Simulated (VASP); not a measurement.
## Ta4N5: relaxation of shape and atoms at fixed volume with PBEsol

Crystal: Ta4N5.

```
Ta N
1.0
    -3.37832    3.37832    2.10540
     3.37832   -3.37832    2.10540
     3.37832    3.37832   -2.10540
Ta N
4 5
Direct
  0.78438 0.60487 0.38926
  0.39513 0.78438 0.17951
  0.60487 0.21562 0.82049
  0.21562 0.39513 0.61074
  0.50000 0.50000 0.00000
  0.90817 0.30592 0.21409
  0.69408 0.90817 0.60226
  0.30592 0.09183 0.39774
  0.09183 0.69408 0.78591
```

- Program: VASP 6.6.1
- Task: relaxation of shape and atoms at fixed volume
- Functional: PBEsol
- Potentials or basis: VASP PAW PBE potentials, release 64 (Ta_pv, N)
- Cutoff: 600 eV
- k mesh: 10 × 10 × 10
- Occupations: gaussian, width 0.1 eV
- Spin: no spin polarisation
- Dipole correction: no
- Further INCAR settings: ALGO = Normal; EDIFF = 1e-07; IBRION = 2; EDIFFG = -0.01; NSW = 50; ISIF = 4

```json
{"Energy gained by relaxing": "1.1 meV/atom", "Ionic steps": "8", "Pressure after relaxing": "10.9 GPa", "Largest force after relaxing": "0.004 eV/Å", "Band gap on the k mesh": "zero (an odd number of electrons rules out a gap without spin polarisation)"}
```

Forces on the atoms (eV/Å):
```
Ta   0.001 -0.004  0.000
Ta  -0.004 -0.001  0.000
Ta   0.004  0.001  0.000
Ta  -0.001  0.004  0.000
N    0.000  0.000  0.000
N   -0.001  0.002  0.000
N    0.002  0.001  0.000
N   -0.002 -0.001  0.000
N    0.001 -0.002  0.000
```

Step by step:
| step | energy change (eV) | largest force (eV/Å) | pressure (GPa) | volume (Å³) |
| --- | --- | --- | --- | --- |
| 1 | 0.0000 | 0.2309 | 11.86 | 96.12 |
| 2 | -0.0075 | 0.0981 | 11.23 | 96.12 |
| 3 | -0.0078 | 0.0925 | 11.08 | 96.12 |
| 4 | -0.0084 | 0.0722 | 10.81 | 96.12 |
| 5 | -0.0093 | 0.0546 | 10.92 | 96.12 |
| 6 | -0.0098 | 0.0160 | 10.86 | 96.12 |
| 7 | -0.0098 | 0.0158 | 10.87 | 96.12 |
| 8 | -0.0098 | 0.0044 | 10.86 | 96.12 |

Final structure:
```
CELL_PARAMETERS angstrom
-3.37509 3.37509 2.10945
3.37509 -3.37509 2.10945
3.37509 3.37509 -2.10945
ATOMIC_POSITIONS crystal
Ta 0.78528 0.60465 0.38993
Ta 0.39535 0.78528 0.18063
Ta 0.60465 0.21472 0.81937
Ta 0.21472 0.39535 0.61007
N 0.50000 0.50000 0.00000
N 0.90880 0.30314 0.21194
N 0.69686 0.90880 0.60566
N 0.30314 0.09120 0.39434
N 0.09120 0.69686 0.78806
```

Levels at points of the mesh, in eV from the Fermi level:
| k point | band 32 | band 33 | band 34 | band 35 | band 36 | band 37 | band 38 | band 39 |
| --- | --- | --- | --- | --- | --- | --- | --- | --- |
| (0.00, 0.00, 0.00) | -2.58 | -1.39 | -1.39 | -1.08 | 0.59 | 0.74 | 1.12 | 1.12 |
| (0.50, 0.00, 0.00) | -3.00 | -1.19 | 0.58 | 1.14 | 1.59 | 1.86 | 2.06 | 2.12 |
| (0.50, 0.50, 0.00) | -3.16 | -3.15 | -1.75 | -0.46 | 0.37 | 0.63 | 1.72 | 1.73 |
| (0.50, 0.50, 0.50) | -3.52 | -3.35 | -2.14 | -1.84 | -0.62 | -0.62 | 2.77 | 2.92 |

Run time: 100 min on 1 thread of Oxide Virtual Turin-like Processor, with other jobs on the host, peak memory 0.61 GiB.

Caveat: the PAW data sets were made with another functional, which shifts forces and pressure a little; spin-orbit coupling is left out, which moves the levels of the heavy elements; an odd number of electrons without spin polarisation forces a metal; a magnetic or distorted state may lie lower.
